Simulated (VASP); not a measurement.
Wanted: the native input for a VASP 6.6.1 run.

| Quantity | Value |
| --- | --- |
| Task | single point |
| Functional | LDA |
| Potentials or basis | VASP PAW LDA potentials, release 64 (Hf_pv) |
| Cutoff | 520 eV |
| k mesh | 10 × 10 × 10 |
| Occupations | fermi-dirac, width 0.05 eV |
| Spin | no spin polarisation |
| Dipole correction | no |
| Further INCAR settings | ALGO = Fast; EDIFF = 1e-07; NBANDS = 11 |

The structure of Hf lies in POSCAR:

```
Hf
1.0
   -1.7928855410      1.7928855410      1.7928855410
    1.7928855410     -1.7928855410      1.7928855410
    1.7928855410      1.7928855410     -1.7928855410
Hf
1
Direct
    0.0000000000      0.0000000000      0.0000000000
```

The input as run:

INCAR

```
SYSTEM = Hf
ALGO = Fast
EDIFF = 1E-7
ENCUT = 520
ISIF = 2
ISMEAR = -1
LASPH = .TRUE.
LCHARG = .TRUE.
LELF = .TRUE.
LREAL = .FALSE.
LVHAR = .TRUE.
LWAVE = .FALSE.
NBANDS = 11
NELM = 80
PREC = Accurate
SIGMA = 0.05
```

KPOINTS

```
k-points
0
G
  10 10 10
  0 0 0
```

Potentials or basis: VASP PAW LDA potentials, release 64 (Hf_pv).

The run is started by

```bash
$ cat potpaw_LDA.64/Hf_pv/POTCAR > POTCAR
$ mpirun -np 1 vasp_std > vasp.out
```

Results of the run:

- Pressure: -11.2 GPa
- Band gap on the k mesh: zero (band 5 reaches 5.66 eV, above the bottom of band 6 at 3.52 eV)

Caveat: spin-orbit coupling is left out, which moves the levels of the heavy elements.

Run time: 6.8 s on 1 thread of Intel Xeon 6975P-C, on a shared host, peak memory 0.13 GiB.
